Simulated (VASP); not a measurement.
Set up this calculation in VASP 6.6.1, as the native input.

| Item | Value |
| --- | --- |
| Task | single point |
| Functional | PBE |
| Potentials or basis | VASP PAW PBE potentials, release 64 (La, Al, N) |
| Cutoff | 520 eV |
| k mesh | 12 × 12 × 4 |
| Occupations | gaussian, width 0.1 eV |
| Spin | no spin polarisation |
| Dipole correction | no |
| Further INCAR settings | ALGO = Normal; EDIFF = 1e-07; NBANDS = 24 |

The structure of LaAl3N2 lies in POSCAR:

```
LaAl3N2
1.0
    3.1447328866      0.0000000000      0.0000000000
   -1.5723664433      2.7234185679      0.0000000000
    0.0000000000      0.0000000000     10.5698380645
La Al N
1 3 2
Direct
    0.0000000000      0.0000000000      0.9772611858
    0.6666666667      0.3333333333      0.2382899070
    0.0000000000      0.0000000000      0.4812658193
    0.3333333333      0.6666666667      0.7124101496
    0.6666666667      0.3333333333      0.4172732928
    0.3333333333      0.6666666667      0.1734996455
```

One way to write it, as run:

INCAR

```
SYSTEM = LaAl3N2
ALGO     = Normal         ! electronic algorithm
EDIFF    = 1E-7           ! SCF threshold, eV
ENCUT    = 520            ! plane-wave cutoff, eV
GGA      = PE             ! functional
ISIF     = 2              ! what is computed and relaxed
ISMEAR   = 0              ! smearing method
LASPH    = .True.         ! aspherical terms in the spheres
LCHARG   = .False.        ! write CHGCAR
LREAL    = .False.        ! projectors in reciprocal space
LWAVE    = .False.        ! write WAVECAR
NBANDS   = 24             ! bands
NELM     = 60             ! most SCF steps
PREC     = Accurate       ! precision mode
SIGMA    = 0.1            ! smearing width, eV
```

KPOINTS

```
k-points
0
Gamma
  12 12 4
  0 0 0
```

Potentials or basis: VASP PAW PBE potentials, release 64 (La, Al, N).

Run with:

```bash
$ cat potpaw_PBE.64/La/POTCAR potpaw_PBE.64/Al/POTCAR potpaw_PBE.64/N/POTCAR > POTCAR
$ mpirun -np 1 vasp_std > vasp.out
```

Results of the run:

* Pressure: -0.2 GPa
* Largest force: 0.005 eV/Å
* Band gap on the k mesh: zero (band 15 reaches 8.73 eV, above the bottom of band 16 at 8.28 eV)

Caveat: spin-orbit coupling is left out, which moves the levels of the heavy elements.

It took 73 s on 1 thread of Intel(R) Xeon(R) 6975P-C (Granite Rapids) (shared host), peak memory 0.32 GiB.
